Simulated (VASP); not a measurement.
A run of VASP 6.6.1:

The input INCAR:

```
PREC = Accurate
ENCUT = 520
EDIFF = 1E-6
ISMEAR = -1
SIGMA = 0.1
LREAL = False
LASPH = True
NELM = 80
ALGO = Normal
ISIF = 2
LWAVE = False
LCHARG = True
GGA = RP
LELF = True
LVHAR = True
NBANDS = 12
```

The input KPOINTS:

```
regular mesh
0
Gamma
  15 15 15
```

The input POSCAR:

```
Ag
1.0
   -1.7001269742      1.7001269742      1.7001269742
    1.7001269742     -1.7001269742      1.7001269742
    1.7001269742      1.7001269742     -1.7001269742
Ag
1
Direct
    0.0000000000      0.0000000000      0.0000000000
```

Potentials or basis: VASP PAW PBE potentials, release 64 (Ag).

Launch:

```bash
$ cat potpaw_PBE.64/Ag/POTCAR > POTCAR
$ mpirun -np 1 vasp_std > vasp.out
```

Hardware: 1 thread of Intel Xeon 8259CL, on a shared host.

**Question.** How long does it take, and how much memory?

**Answer.** Wall time 27 s on 1 thread of Intel Xeon 8259CL, on a shared host, peak memory 0.16 GiB. Counts: scf iterations 11, k points 120.
